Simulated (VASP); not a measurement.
ErO:

```
Er O
1.0
     3.04682    0.00000    0.00000
    -1.52341    2.63862    0.00000
     0.00000    0.00000    3.53182
Er O
1 1
Direct
  0.00000 0.00000 0.00000
  0.33333 0.66667 0.50000
```

The cell was generated, and may not be a known phase.

```yaml
Program: VASP 6.6.1
Task: relaxation of cell and atoms
Functional: PBE
Potentials_or_basis: VASP PAW PBE potentials, release 64 (Er_3, O), 4f in core
Cutoff: 600 eV
k_mesh: 24 × 24 × 16
Occupations: gaussian, width 0.1 eV
Spin: no spin polarisation
```

At the start: pressure -2.6 GPa; volume 14.20 Å³/atom.

Q: How do energy, volume and symmetry change on relaxing?

A: Over 6 steps the energy falls by 265.8 meV/atom and the volume is 13.94 Å³/atom (-1.8 %); space group P-6m2 (No. 187, to 0.1 Å) before and after.

The path:
```
step  energy change (eV)  largest force (eV/Å)  pressure (GPa)  volume (Å³)
   1              0.0000                0.0000           -2.61        28.39
   2             -0.4911                0.0000            5.47        26.97
   3             -0.5269                0.0000            2.75        27.34
   4             -0.5300                0.0000           -1.62        28.23
   5             -0.5317                0.0000           -0.02        27.89
   6             -0.5317                0.0000            0.04        27.88
```

Final structure:
```yaml
crystal:
  lattice:
    - [3.22326, 0.00000, 0.00000]
    - [-1.61163, 2.79143, 0.00000]
    - [0.00000, 0.00000, 3.09838]
  atoms:
    - { symbol: Er, position: [0.00000, 0.00000, 0.00000] }
    - { symbol: O, position: [0.33333, 0.66667, 0.50000] }
```

Caveat: an odd number of electrons without spin polarisation forces a metal; a magnetic or distorted state may lie lower; the run has no spin polarisation, though such a crystal can be magnetic.
